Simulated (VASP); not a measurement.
Au, 1 atom in the cell. The structure is cubic, space group Fm-3m (No. 225). Conventional cell: a = 4.123 Å, b = 4.123 Å, c = 4.123 Å, α = 90.00°, β = 90.00°, γ = 90.00°. Au (site symmetry m-3m) has 12 Au at 2.92 Å within 3.8 Å. 

* Program: VASP 6.6.1
* Task: single point
* Functional: r2SCAN
* Potentials or basis: VASP PAW PBE potentials, release 64 (Au)
* Cutoff: 520 eV
* k mesh: 22 × 22 × 22
* Occupations: fermi-dirac, width 0.1 eV
* Spin: no spin polarisation
* Dipole correction: no
* Further INCAR settings: ALGO = Normal; EDIFF = 1e-07; NBANDS = 12

Potentials or basis: VASP PAW PBE potentials, release 64 (Au).

The run is started by

```bash
$ cat potpaw_PBE.64/Au/POTCAR > POTCAR
$ cp INCAR.step1 INCAR
$ mpirun -np 1 vasp_std > vasp.out
$ cp INCAR.step2 INCAR
$ mpirun -np 1 vasp_std > vasp.out
```

Hardware: 1 thread of AMD EPYC 7R13 (shared host).

Task: Estimate the wall time of this run.

Result: It took 7.2 min on 1 thread of AMD EPYC 7R13 (shared host), peak memory 0.17 GiB. Counts: k points 328.
